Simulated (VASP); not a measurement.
# ScAl3 (I4/mmm) in VASP: electric field gradients with PBEsol

Aim: the electric field gradients of ScAl3 with PBEsol.

Everything below comes from runs of VASP 6.6.1. Logs are shortened: lines on timing, memory, paths and dates and some standing lists are left out, and cuts for length are marked.

**1. The cell of the first run**

Symmetry: I4/mmm, No. 139, tetragonal system. The conventional cell has a = 3.993 Å, b = 3.993 Å, c = 8.740 Å, α = 90.00°, β = 90.00°, γ = 90.00°. Sc (site symmetry 4/mmm) has 12 Al at 2.82 to 2.96 Å within 3.7 Å. Al (site symmetry -4m2) has 8 Al at 2.82 to 2.96 Å and 4 Sc at 2.96 Å within 3.7 Å. Within 3.7 Å of Al (site symmetry 4/mmm) lie 4 Sc at 2.82 Å and 8 Al at 2.96 Å.

**2. Electric field gradients, PBEsol**

INCAR

```
SYSTEM = ScAl3
  PREC = Accurate
  ENCUT = 520
  EDIFF = 1E-8
  ISMEAR = -1
  SIGMA = 0.15
  LREAL = .False.
  LASPH = .True.
  NELM = 100
  ALGO = Fast
  ISIF = 2
  LWAVE = .False.
  LCHARG = .False.
  GGA = PS
  LEFG = .True.
  NBANDS = 18
```

KPOINTS

```
regular mesh
0
Gamma
  14 14 14
  0 0 0
```

POSCAR

```
ScAl3
1.0
   -1.9964968172      1.9964968172      4.3700212959
    1.9964968172     -1.9964968172      4.3700212959
    1.9964968172      1.9964968172     -4.3700212959
Sc Al
1 3
Direct
    0.0000000000      0.0000000000      0.0000000000
    0.7500000000      0.2500000000      0.5000000000
    0.2500000000      0.7500000000      0.5000000000
    0.5000000000      0.5000000000      0.0000000000
```

Potentials or basis: VASP PAW PBE potentials, release 64 (Sc_sv, Al).

Command:

```console
> cat potpaw_PBE.64/Sc_sv/POTCAR potpaw_PBE.64/Al/POTCAR > POTCAR
> mpirun -np 1 vasp_std > vasp.out
```

OUTCAR:

```text
SYSTEM = ScAl3
   PREC = Accurate
   ENCUT = 520
   EDIFF = 1E-8
   ISMEAR = -1
   LREAL = .False.
   LASPH = .True.
   NELM = 100
   ISIF = 2
   GGA = PS

 ion  position               nearest neighbor table
   1  0.000  0.000  0.000-   4 2.82   4 2.82   4 2.82   4 2.82   3 2.96   2 2.96   3 2.96   2 2.96
                             2 2.96   2 2.96   3 2.96   3 2.96
   2  0.750  0.250  0.500-   3 2.82   3 2.82   3 2.82   3 2.82   4 2.96   1 2.96   4 2.96   1 2.96
                             4 2.96   4 2.96   1 2.96   1 2.96
   3  0.250  0.750  0.500-   2 2.82   2 2.82   2 2.82   2 2.82   4 2.96   1 2.96   4 2.96   1 2.96
                             1 2.96   1 2.96   4 2.96   4 2.96
   4  0.500  0.500  0.000-   1 2.82   1 2.82   1 2.82   1 2.82   3 2.96   2 2.96   3 2.96   2 2.96
                             3 2.96   3 2.96   2 2.96   2 2.96

  LATTYP: Found a body centered tetragonal cell.
 ALAT       =     3.9929936344
 C/A-ratio  =     2.1888446093

  Lattice vectors:

 A1 = (  -1.9964968172,   1.9964968172,   4.3700212959)
 A2 = (   1.9964968172,  -1.9964968172,   4.3700212959)
 A3 = (   1.9964968172,   1.9964968172,  -4.3700212959)

Analysis of symmetry for initial positions (statically):
=====================================================================
 Subroutine PRICEL returns:
 Original cell was already a primitive cell.

 Routine SETGRP: Setting up the symmetry group for a
 body centered tetragonal supercell.

 Subroutine GETGRP returns: Found 16 space group operations
 (whereof 16 operations were pure point group operations)
 out of a pool of 16 trial point group operations.

The static configuration has the point symmetry D_4h.

Analysis of symmetry for dynamics (positions and initial velocities):
=====================================================================
 Subroutine PRICEL returns:
 Original cell was already a primitive cell.

 Routine SETGRP: Setting up the symmetry group for a
 body centered tetragonal supercell.

 Subroutine GETGRP returns: Found 16 space group operations
 (whereof 16 operations were pure point group operations)
 out of a pool of 16 trial point group operations.

The dynamic configuration has the point symmetry D_4h.

 Subroutine INISYM returns: Found 16 space group operations
 (whereof 16 operations are pure point group operations),
 and found     1 'primitive' translations

----------------------------------------------------------------------------------------

                                     Primitive cell

  volume of cell :      69.6756

  direct lattice vectors                    reciprocal lattice vectors
    -1.996496817  1.996496817  4.370021296     0.000000000  0.250438666  0.114415918
     1.996496817 -1.996496817  4.370021296     0.250438666  0.000000000  0.114415918
     1.996496817  1.996496817 -4.370021296     0.250438666  0.250438666  0.000000000

  length of vectors
     5.202795903  5.202795903  5.202795903     0.275337117  0.275337117  0.354173758

  position of ions in fractional coordinates (direct lattice)
     0.000000000  0.000000000  0.000000000
     0.750000000  0.250000000  0.500000000
     0.250000000  0.750000000  0.500000000
     0.500000000  0.500000000  0.000000000

  ion indices of the primitive-cell ions
   primitive index   ion index
                 1           1
                 2           2
                 3           3
                 4           4

----------------------------------------------------------------------------------------

 KPOINTS: regular mesh

Automatic generation of k-mesh.
 Grid dimensions read from file:
 generate k-points for:   14   14   14

 Generating k-lattice:

[... 47 lines left out ...]
   dimension x,y,z NGXF=    80 NGYF=   80 NGZF=   80
   ions per type =               1   3
   NGX,Y,Z   is equivalent  to a cutoff of  12.78, 12.78, 12.78 a.u.
   NGXF,Y,Z  is equivalent  to a cutoff of  25.56, 25.56, 25.56 a.u.
 SYSTEM =  ScAl3
   PREC   = accura    normal or accurate (medium, high low for compatibility)
   ISTART =      0    job   : 0-new  1-cont  2-samecut
   ICHARG =      2    charge: 1-file 2-atom 10-const
   ISPIN  =      1    spin polarized calculation?
   LNONCOLLINEAR =      F non collinear calculations
   LSORBIT =      F    spin-orbit coupling
   LASPH  =      T    aspherical Exc in radial PAW
   ENCUT  =  520.0 eV  38.22 Ry    6.18 a.u.   9.67  9.67  9.67*2*pi/ulx,y,z
   NELM   =    100;   NELMIN=  2; NELMDL= -5     # of ELM steps
   EDIFF  = 0.1E-07   stopping-criterion for ELM
   LREAL  =      F    real-space projection
   EDIFFG = 0.1E-06   stopping-criterion for IOM
   NSW    =      0    number of steps for IOM
   IBRION =     -1    ionic relax: 0-MD 1-quasi-New 2-CG
   NFREE  =      0    steps in history (QN), initial steepest desc. (CG)
   ISIF   =      2    stress and relaxation
   ISYM   =      2    0-nonsym 1-usesym 2-fastsym
   POTIM  = 0.5000    time-step for ionic-motion
   TEBEG  =    0.0;   TEEND  =   0.0 temperature during run
   PSTRESS=    0.0 pullay stress
   NELECT =      20.0000    total number of electrons
   NUPDOWN=      -1.0000    fix difference up-down
   EMIN   =  10.00;   EMAX   =-10.00  energy-range for DOS
   EFERMI =   0.00;   METHOD = LEGACY
   ISMEAR =    -1;   SIGMA  =   0.15  broadening in eV -4-tet -1-fermi 0-gaus
   EFERMI_NEDOS =   21; number of points for ismear=-14 and -15
   IALGO  =     68    algorithm
   IMIX   =      4    mixing-type and parameters
     AMIX     =   0.40;   BMIX     =  1.00
     AMIX_MAG =   1.60;   BMIX_MAG =  1.00
  volume/ion in A,a.u.               =      17.42       117.55
  Fermi-wavevector in a.u.,A,eV,Ry     =   1.079919  2.040751 15.867459  1.166225
  Thomas-Fermi vector in A             =   2.215897
   LORBIT       =      0    0 simple, 1 ext, 2 COOP (PROOUT), +10 PAW based schemes
   GGA     = PS    functional components
   LHFCALC =     F    Hartree Fock is set to
   AEXX    =    0.0000 exact exchange contribution
   IVDW    =     0    specifies the selected vdW correction
   LEPSILON=     F    determine dielectric tensor
   LRPA    =     F    only Hartree local field effects (RPA)
 non-spin polarized calculation
 RMM-DIIS sequential band-by-band and
  energy-cutoff  :      520.00
  volume of cell :       69.68
 maximum number of plane-waves:      1913
   NGX = 19   NGY = 19   NGZ = 19

 number of electron      19.9999998 magnetization

 Free energy of the ion-electron system (eV)
  ---------------------------------------------------
  ext. energy  EPLUGINS =         0.00000000
  ---------------------------------------------------
  free energy    TOTEN  =       -20.45579723 eV

  energy without entropy =      -20.29966755  energy(sigma->0) =      -20.37773239

 E-fermi :   6.6475     XC(G=0): -10.4250

 val. band max:        6.6474993378   @ k =  -0.3571   0.5000   0.2143
 cond. band min:       6.6490867411   @ k =   0.5000   0.1429   0.0714
 fundamental gap:      0.0015874033
 Fermi energy:         6.6475254893

 k-point     1 :       0.0000    0.0000    0.0000
  band No.  band energies     occupation
      1     -41.8804      2.00000
      2     -20.6779      2.00000
      3     -20.6634      2.00000
      4     -20.6634      2.00000
      5      -2.8814      2.00000
      6       4.1206      2.00000
[... 481 lines left out ...]
      5      -1.5696      2.00000
      6       2.0125      2.00000
[... 10 lines left out ...]
     17      11.6769      0.00000
     18      12.5938      0.00000

 [... further k-points ...]

------------------------ aborting loop because EDIFF is reached ----------------------------------------

  FORCE on cell =-STRESS in cart. coord.  units (eV):
  Direction    XX          YY          ZZ          XY          YZ          ZX
  --------------------------------------------------------------------------------------
  -------------------------------------------------------------------------------------
  Total        0.0515420      0.0515420      0.0480389      0.0000000      0.0000000      0.0000000
  in kB        1.1851990      1.1851990      1.1046456      0.0000000      0.0000000      0.0000000
  external PRESSURE =       1.1583479 kB  Pullay stress =       0.0000000 kB

 VOLUME and BASIS-vectors are now :
 -----------------------------------------------------------------------------
  energy-cutoff  :      520.00
  volume of cell :       69.68
      direct lattice vectors                 reciprocal lattice vectors
    -1.996496817  1.996496817  4.370021296     0.000000000  0.250438666  0.114415918
     1.996496817 -1.996496817  4.370021296     0.250438666  0.000000000  0.114415918
     1.996496817  1.996496817 -4.370021296     0.250438666  0.250438666  0.000000000

 POSITION                                       TOTAL-FORCE (eV/Angst)
 -----------------------------------------------------------------------------------
      0.00000      0.00000      0.00000         0.000000     -0.000000     -0.000000
     -0.00000      1.99650      2.18501        -0.000000     -0.000000      0.000000
      1.99650     -0.00000      2.18501         0.000000      0.000000      0.000000
      0.00000      0.00000      4.37002         0.000000     -0.000000     -0.000000
 -----------------------------------------------------------------------------------
    total drift:                               -0.000000     -0.000000     -0.000000

  FREE ENERGIE OF THE ION-ELECTRON SYSTEM (eV)
  ---------------------------------------------------
  free  energy   TOTEN  =       -20.4557972314 eV

  energy  without entropy=      -20.2996675513  energy(sigma->0) =      -20.37773239

 Electric field gradients (V/A^2)
---------------------------------------------------------------------
 ion       V_xx      V_yy      V_zz      V_xy      V_xz      V_yz
---------------------------------------------------------------------
   1       5.965     5.965   -11.930    -0.000    -0.001    -0.001
   2       4.771     4.771    -9.542     0.000     0.000     0.000
   3       4.771     4.771    -9.542     0.000     0.000     0.000
   4     -14.189   -14.189    28.377     0.000     0.000     0.000
---------------------------------------------------------------------

 Electric field gradients after diagonalization (V/A^2)
 (convention: |V_zz| > |V_xx| > |V_yy|)
----------------------------------------------------------------------
 ion       V_xx      V_yy      V_zz     asymmetry (V_yy - V_xx)/ V_zz
----------------------------------------------------------------------
   1       5.965     5.965   -11.930       0.000
   2       4.771     4.771    -9.542       0.000
   3       4.771     4.771    -9.542       0.000
   4     -14.189   -14.189    28.377       0.000
----------------------------------------------------------------------

           NMR quadrupolar parameters

 Cq : quadrupolar parameter    Cq=e*Q*V_zz/h
 eta: asymmetry parameters     (V_yy - V_xx)/ V_zz
 Q  : nuclear electric quadrupole moment in mb (millibarn)
----------------------------------------------------------------------
 ion       Cq(MHz)       eta       Q (mb)
----------------------------------------------------------------------
   1      -0.029       0.000       1.000
   2      -0.023       0.000       1.000
   3      -0.023       0.000       1.000
   4       0.069       0.000       1.000
----------------------------------------------------------------------
```

Run time: 15 min. Hardware: 1 thread of Intel Xeon Platinum 8124M at 3.00GHz (Skylake/Cascade Lake), shared host; peak memory 0.46 GiB.

What came out:

| Item | Value |
| --- | --- |
| Free energy | -20.4558 eV |
| Pressure | 0.1 GPa |
| Band gap on the k mesh | zero (bands 10 and 11 overlap by 2.14 eV) |
| Largest electric field gradient by atom | Sc -11.9; Al -9.5, +28.4 (each value once) V/Å² |

Levels at points of the mesh, in eV from the Fermi level:
```tsv
k point	band 6	band 7	band 8	band 9	band 10	band 11	band 12	band 13	band 14	band 15
(0.00, 0.00, 0.00)	-2.53	-2.25	-1.04	-1.04	-0.94	1.59	1.63	1.63	1.76	2.30
(0.50, 0.00, 0.00)	-6.60	-3.21	-2.76	-0.73	0.35	1.15	1.86	2.75	2.79	3.46
(0.50, 0.50, 0.00)	-4.91	-4.30	-3.47	-2.43	-1.89	-0.51	2.60	2.81	3.05	3.06
(0.50, 0.50, 0.50)	-7.08	-1.80	-0.98	-0.98	0.20	1.51	1.51	1.95	3.61	4.91
```

Electric field gradients, principal values (V/Å²):
| atom | least | middle | greatest (by size) |
| --- | --- | --- | --- |
| 1 Sc | 5.965 | 5.965 | -11.930 |
| 2 Al | 4.771 | 4.771 | -9.542 |
| 3 Al | 4.771 | 4.771 | -9.542 |
| 4 Al | -14.189 | -14.189 | 28.377 |

Caveat: without QUAD_EFG the Cq values of the log hold for a quadrupole moment of 1 mb, not for the nuclei; the PAW data sets were made with another functional, which shifts forces and pressure a little.
